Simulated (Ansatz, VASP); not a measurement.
## C in VASP and in Ansatz

```
C
1.0
     0.00000    2.12700    3.34800
     1.22800    0.00000    3.34800
     1.22800    2.12700    0.00000
C
2
Direct
  0.16667 0.83333 0.16667
  0.83333 0.16667 0.83333
```

Alike in both runs: task single point; functional r2SCAN; k mesh 14 × 14 × 14; no spin polarisation.

|  | VASP | Ansatz |
| --- | --- | --- |
| version | VASP 6.6.1 | Ansatz 0.2.0 |
| potentials or method | VASP PAW PBE potentials, release 64 (C), cutoff 520 eV | plane waves, PAW |
| occupations | fermi-dirac, width 0.1 eV | fermi-dirac |
| valence electrons in the cell | 8 | 8 |

Ansatz gave:

- pressure (GPa): 0.4
- traceless stress, the component that is largest in VASP (GPa): 1.57
- rms of the force components (eV/Å): 0.012

Q: Which values does VASP return?

A: Pressure (GPa): 1.1; traceless stress, the component that is largest in VASP (GPa): 0.78; rms of the force components (eV/Å): 0.011.

VASP's potentials were made for PBE, not for r2SCAN. Atom by atom the forces differ by 0.000 eV/Å (rms over components). Ansatz's warnings: force scf threshold loose, stress scf threshold loose.
